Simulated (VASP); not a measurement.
# ZnS (Cmc2_1) in VASP: single point with PBE

Aim: the single point of ZnS with PBE.

All numbers are computed with VASP 6.6.1; they aren't measurements. Logs are shortened: lines on timing, memory, paths and dates and some standing lists are left out, and cuts for length are marked.

### Step 1. The cell of the first run

Symmetry: Cmc2_1, No. 36, orthorhombic system. The conventional cell has a = 3.847 Å, b = 6.663 Å, c = 12.590 Å, α = 90.00°, β = 90.00°, γ = 90.00°. Zn (site symmetry m) has 4 S at 2.35 to 2.37 Å within 3.1 Å. Zn (site symmetry m) has 4 S at 2.35 to 2.37 Å within 3.1 Å. Within 3.1 Å of S (site symmetry m) lie 4 Zn at 2.35 to 2.37 Å. S (site symmetry m) has 4 Zn at 2.35 to 2.37 Å within 3.1 Å.

### Step 2. Single point, PBE (atoms displaced along a vibrational mode)

The input, INCAR:

```
SYSTEM = ZnS
  PREC = Accurate
  ENCUT = 520
  EDIFF = 1E-7
  ISMEAR = 0
  SIGMA = 0.05
  LREAL = .FALSE.
  LASPH = .TRUE.
  NELM = 60
  ALGO = Normal
  ISIF = 2
  LWAVE = .FALSE.
  LCHARG = .FALSE.
  GGA = PE
  NBANDS = 46
```

The input, KPOINTS:

```
regular mesh
0
G
  12 12 2
  0 0 0
```

The input, POSCAR:

```
ZnS
1.0
    3.8467234434      0.0000000000      0.0000000000
   -1.9233617217      3.3313602233      0.0000000000
    0.0000000000      0.0000000000     12.5902250239
Zn S
4 4
Direct
    0.0092647559      0.0185295117      0.0000503469
   -0.0092647559     -0.0185295117      0.5000503469
    0.3595988808      0.7191977616      0.2500245137
    0.6404011192      0.2808022384      0.7500245137
    0.0236811681      0.0473623361      0.1872896978
   -0.0236811681     -0.0473623361      0.6872896978
    0.3264342600      0.6528685201      0.4376354415
    0.6735657400      0.3471314799      0.9376354415
```

Potentials or basis: VASP PAW PBE potentials, release 64 (Zn, S).

Started as:

```console
cat potpaw_PBE.64/Zn/POTCAR potpaw_PBE.64/S/POTCAR > POTCAR
mpirun -np 1 vasp_std > vasp.out
```

OUTCAR:

```text
SYSTEM = ZnS
   PREC = Accurate
   ENCUT = 520
   EDIFF = 1E-7
   ISMEAR = 0
   LREAL = .FALSE.
   LASPH = .TRUE.
   NELM = 60
   ISIF = 2
   GGA = PE

 ion  position               nearest neighbor table
   1  0.009  0.019  0.000-   8 2.35   8 2.35   5 2.36   8 2.37
   2  0.991  0.981  0.500-   7 2.35   7 2.35   6 2.36   7 2.37
   3  0.360  0.719  0.250-   5 2.35   5 2.35   7 2.37   5 2.37
   4  0.640  0.281  0.750-   6 2.35   6 2.35   8 2.37   6 2.37
   5  0.024  0.047  0.187-   3 2.35   3 2.35   1 2.36   3 2.37
   6  0.976  0.953  0.687-   4 2.35   4 2.35   2 2.36   4 2.37
   7  0.326  0.653  0.438-   2 2.35   2 2.35   2 2.37   3 2.37
   8  0.674  0.347  0.938-   1 2.35   1 2.35   1 2.37   4 2.37

  LATTYP: Found a hexagonal cell.
 ALAT       =     3.8467234434
 C/A-ratio  =     3.2729737942

  Lattice vectors:

 A1 = (   3.8467234434,   0.0000000000,   0.0000000000)
 A2 = (  -1.9233617217,   3.3313602233,   0.0000000000)
 A3 = (   0.0000000000,   0.0000000000,  12.5902250239)

Analysis of symmetry for initial positions (statically):
=====================================================================
 Subroutine PRICEL returns:
 Original cell was already a primitive cell.

 Routine SETGRP: Setting up the symmetry group for a
 hexagonal supercell.

 Subroutine GETGRP returns: Found  4 space group operations
 (whereof  2 operations were pure point group operations)
 out of a pool of 24 trial point group operations.

The static configuration has the point symmetry C_1h.
 The point group associated with its full space group is C_2v.

Analysis of symmetry for dynamics (positions and initial velocities):
=====================================================================
 Subroutine PRICEL returns:
 Original cell was already a primitive cell.

 Routine SETGRP: Setting up the symmetry group for a
 hexagonal supercell.

 Subroutine GETGRP returns: Found  4 space group operations
 (whereof  2 operations were pure point group operations)
 out of a pool of 24 trial point group operations.

The dynamic configuration has the point symmetry C_1h.
 The point group associated with its full space group is C_2v.

 Subroutine INISYM returns: Found  4 space group operations
 (whereof  2 operations are pure point group operations),
 and found     1 'primitive' translations

----------------------------------------------------------------------------------------

                                     Primitive cell

  volume of cell :     161.3415

  direct lattice vectors                    reciprocal lattice vectors
     3.846723443  0.000000000  0.000000000     0.259961501  0.150088843  0.000000000
    -1.923361722  3.331360223  0.000000000     0.000000000  0.300177685  0.000000000
     0.000000000  0.000000000 12.590225024     0.000000000  0.000000000  0.079426698

  length of vectors
     3.846723443  3.846723443 12.590225024     0.300177685  0.300177685  0.079426698

  position of ions in fractional coordinates (direct lattice)
     0.009264756  0.018529512  0.000050347
     0.990735244  0.981470488  0.500050347
     0.359598881  0.719197762  0.250024514
     0.640401119  0.280802238  0.750024514
     0.023681168  0.047362336  0.187289698
     0.976318832  0.952637664  0.687289698
     0.326434260  0.652868520  0.437635441
     0.673565740  0.347131480  0.937635441

  ion indices of the primitive-cell ions
   primitive index   ion index
                 1           1
                 2           2
                 3           3
                 4           4
                 5           5
                 6           6
                 7           7
                 8           8

----------------------------------------------------------------------------------------

 KPOINTS: regular mesh

Automatic generation of k-mesh.
 Grid dimensions read from file:
 generate k-points for:   12   12    2

 Generating k-lattice:

  Cartesian coordinates                     Fractional coordinates (reciprocal lattice)
     0.021663458  0.012507404  0.000000000     0.083333333 -0.000000000  0.000000000
     0.000000000  0.025014807  0.000000000     0.000000000  0.083333333  0.000000000
     0.000000000  0.000000000  0.039713349     0.000000000  0.000000000  0.500000000

  Length of vectors
     0.025014807  0.025014807  0.039713349

  Shift w.r.t. Gamma in fractional coordinates (k-lattice)
     0.000000000  0.000000000  0.000000000

 Subroutine IBZKPT returns following result:
 ===========================================

 Found     86 irreducible k-points:

 Following reciprocal coordinates:
            Coordinates               Weight
  0.000000  0.000000  0.000000      1.000000
  0.083333  0.000000  0.000000      4.000000
  0.000000  0.083333  0.000000      2.000000
  0.166667  0.000000  0.000000      4.000000
  0.000000  0.166667  0.000000      2.000000
  0.250000  0.000000  0.000000      4.000000
[... 16 lines left out ...]
 -0.083333  0.416667  0.000000      4.000000
 -0.416667  0.333333  0.000000      4.000000
 [... further k-points ...]
   k-points           NKPTS =     86   k-points in BZ     NKDIM =     86   number of bands    NBANDS=     46
   number of dos      NEDOS =    301   number of ions     NIONS =      8
   total plane-waves  NPLWV =  86400
   dimension x,y,z NGX =    30 NGY =   30 NGZ =   96
   dimension x,y,z NGXF=    60 NGYF=   60 NGZF=  192
   ions per type =               4   4
   NGX,Y,Z   is equivalent  to a cutoff of  12.97, 12.97, 12.68 a.u.
   NGXF,Y,Z  is equivalent  to a cutoff of  25.93, 25.93, 25.35 a.u.
 SYSTEM =  ZnS
   PREC   = accura    normal or accurate (medium, high low for compatibility)
   ISTART =      0    job   : 0-new  1-cont  2-samecut
   ICHARG =      2    charge: 1-file 2-atom 10-const
   ISPIN  =      1    spin polarized calculation?
   LNONCOLLINEAR =      F non collinear calculations
   LSORBIT =      F    spin-orbit coupling
   LASPH  =      T    aspherical Exc in radial PAW
   ENCUT  =  520.0 eV  38.22 Ry    6.18 a.u.   7.15  7.15 23.41*2*pi/ulx,y,z
   NELM   =     60;   NELMIN=  2; NELMDL= -5     # of ELM steps
   EDIFF  = 0.1E-06   stopping-criterion for ELM
   LREAL  =      F    real-space projection
   EDIFFG = 0.1E-05   stopping-criterion for IOM
   NSW    =      0    number of steps for IOM
   IBRION =     -1    ionic relax: 0-MD 1-quasi-New 2-CG
   NFREE  =      0    steps in history (QN), initial steepest desc. (CG)
   ISIF   =      2    stress and relaxation
   ISYM   =      2    0-nonsym 1-usesym 2-fastsym
   POTIM  = 0.5000    time-step for ionic-motion
   TEBEG  =    0.0;   TEEND  =   0.0 temperature during run
   PSTRESS=    0.0 pullay stress
   NELECT =      72.0000    total number of electrons
   NUPDOWN=      -1.0000    fix difference up-down
   EMIN   =  10.00;   EMAX   =-10.00  energy-range for DOS
   EFERMI =   0.00;   METHOD = LEGACY
   ISMEAR =     0;   SIGMA  =   0.05  broadening in eV -4-tet -1-fermi 0-gaus
   EFERMI_NEDOS =   21; number of points for ismear=-14 and -15
   IALGO  =     38    algorithm
   IMIX   =      4    mixing-type and parameters
     AMIX     =   0.40;   BMIX     =  1.00
     AMIX_MAG =   1.60;   BMIX_MAG =  1.00
  volume/ion in A,a.u.               =      20.17       136.10
  Fermi-wavevector in a.u.,A,eV,Ry     =   1.251037  2.364118 21.294406  1.565095
  Thomas-Fermi vector in A             =   2.385004
   LORBIT       =      0    0 simple, 1 ext, 2 COOP (PROOUT), +10 PAW based schemes
   GGA     = PE    functional components
   LHFCALC =     F    Hartree Fock is set to
   AEXX    =    0.0000 exact exchange contribution
   IVDW    =     0    specifies the selected vdW correction
   LEPSILON=     F    determine dielectric tensor
   LRPA    =     F    only Hartree local field effects (RPA)
 non-spin polarized calculation
 Gauss-broadening in eV      SIGMA  =   0.05
  energy-cutoff  :      520.00
  volume of cell :      161.34
 maximum number of plane-waves:      4389
 NGX is ok and might be reduce to    30
   NGX = 15   NGY = 15   NGZ = 47

 number of electron      71.9999985 magnetization

 Free energy of the ion-electron system (eV)
  ---------------------------------------------------
  ext. energy  EPLUGINS =         0.00000000
  ---------------------------------------------------
  free energy    TOTEN  =       -27.36403391 eV

  energy without entropy =      -27.36403391  energy(sigma->0) =      -27.36403391

 E-fermi :   2.1185     XC(G=0):  -9.5263

 val. band max:        1.9157503255   @ k =   0.0000   0.0000   0.0000
 cond. band min:       3.9497525310   @ k =   0.0000   0.0000   0.0000
 fundamental gap:      2.0340022055
 Fermi energy:         2.1185085203

 k-point     1 :       0.0000    0.0000    0.0000
  band No.  band energies     occupation
      1     -11.0849      2.00000
      2     -10.6890      2.00000
      3     -10.6663      2.00000
      4     -10.1940      2.00000
      5      -4.3518      2.00000
      6      -4.3483      2.00000
[... 38 lines left out ...]
     45       8.6297      0.00000
     46       8.6817      0.00000

 k-point     2 :       0.0833    0.0000    0.0000
  band No.  band energies     occupation
      1     -11.0396      2.00000
      2     -10.6515      2.00000
      3     -10.6287      2.00000
      4     -10.1685      2.00000
      5      -4.3523      2.00000
      6      -4.3419      2.00000
[... 38 lines left out ...]
     45       8.4884      0.00000
     46       8.7800      0.00000

 k-point     3 :       0.0000    0.0833    0.0000
  band No.  band energies     occupation
      1     -11.0397      2.00000
      2     -10.6517      2.00000
      3     -10.6289      2.00000
      4     -10.1689      2.00000
      5      -4.3429      2.00000
      6      -4.3412      2.00000
[... 1018 lines left out ...]
     45       9.0231      0.00000
     46       9.3498      0.00000

 k-point    24 :      -0.4167    0.3333    0.0000
  band No.  band energies     occupation
      1     -10.3635      2.00000
      2     -10.1530      2.00000
      3     -10.1176      2.00000
      4      -9.8990      2.00000
      5      -4.3409      2.00000
      6      -4.2952      2.00000
[... 38 lines left out ...]
     45       8.9458      0.00000
     46       9.4004      0.00000

 [... further k-points ...]

------------------------ aborting loop because EDIFF is reached ----------------------------------------

  FORCE on cell =-STRESS in cart. coord.  units (eV):
  Direction    XX          YY          ZZ          XY          YZ          ZX
  --------------------------------------------------------------------------------------
  -------------------------------------------------------------------------------------
  Total        0.2229995      0.0624597      0.0266660      0.0000000      0.0000000      0.0000000
  in kB        2.2144634      0.6202466      0.2648025      0.0000000      0.0000000      0.0000000
  external PRESSURE =       1.0331708 kB  Pullay stress =       0.0000000 kB

 VOLUME and BASIS-vectors are now :
 -----------------------------------------------------------------------------
  energy-cutoff  :      520.00
  volume of cell :      161.34
      direct lattice vectors                 reciprocal lattice vectors
     3.846723443  0.000000000  0.000000000     0.259961501  0.150088843  0.000000000
    -1.923361722  3.331360223  0.000000000     0.000000000  0.300177685  0.000000000
     0.000000000  0.000000000 12.590225024     0.000000000  0.000000000  0.079426698

 POSITION                                       TOTAL-FORCE (eV/Angst)
 -----------------------------------------------------------------------------------
      0.00000      0.06173      0.00063        -0.000000     -0.040112      0.008877
      1.92336      3.26963      6.29575         0.000000      0.040112      0.008877
      0.00000      2.39591      3.14786        -0.000000     -0.128157      0.031493
      1.92336      0.93545      9.44298         0.000000      0.128157      0.031493
      0.00000      0.15778      2.35802         0.000000     -0.059157     -0.001038
      1.92336      3.17358      8.65313         0.000000      0.059157     -0.001038
     -0.00000      2.17494      5.50993         0.000000      0.030092     -0.039333
      1.92336      1.15642     11.80504         0.000000     -0.030092     -0.039333
 -----------------------------------------------------------------------------------
    total drift:                                0.000000      0.000001      0.000239

  FREE ENERGIE OF THE ION-ELECTRON SYSTEM (eV)
  ---------------------------------------------------
  free  energy   TOTEN  =       -27.3640339092 eV

  energy  without entropy=      -27.3640339092  energy(sigma->0) =      -27.36403391
```

Wall time 6.5 min (1 thread of AMD EPYC 9R45 (Zen 5), shared host); peak memory 0.56 GiB.

What came out:

```
Free energy            : -27.3640 eV
Pressure               : 0.1 GPa
Largest force          : 0.132 eV/Å
Band gap on the k mesh : 2.03 eV
```

Forces in eV/Å, atoms in the order of the input:
```
Zn   0.000 -0.040  0.009
Zn   0.000  0.040  0.009
Zn   0.000 -0.128  0.031
Zn   0.000  0.128  0.031
S    0.000 -0.059 -0.001
S    0.000  0.059 -0.001
S    0.000  0.030 -0.039
S    0.000 -0.030 -0.039
```

Levels at points of the mesh, in eV from the valence-band top:
| k point | band 33 | band 34 | band 35 | band 36 | band 37 | band 38 | band 39 | band 40 |
| --- | --- | --- | --- | --- | --- | --- | --- | --- |
| (0.00, 0.00, 0.00) | -0.43 | -0.02 | -0.02 | 0.00 | 2.03 | 3.16 | 3.33 | 3.54 |
| (0.50, 0.00, 0.00) | -1.54 | -1.53 | -1.05 | -0.86 | 3.22 | 3.42 | 3.81 | 4.32 |
| (0.00, 0.50, 0.00) | -1.54 | -1.44 | -1.05 | -0.85 | 3.28 | 3.35 | 3.69 | 4.37 |
| (0.00, 0.00, 0.50) | -0.16 | -0.16 | -0.13 | -0.13 | 2.89 | 2.89 | 3.28 | 3.28 |
| (0.50, 0.00, 0.50) | -1.48 | -1.48 | -1.06 | -1.06 | 3.70 | 3.70 | 3.99 | 3.99 |
| (0.00, 0.50, 0.50) | -1.40 | -1.40 | -1.07 | -1.07 | 3.63 | 3.63 | 4.01 | 4.01 |

Caveat: the cell differs from its parent crystal (atoms displaced along a vibrational mode).
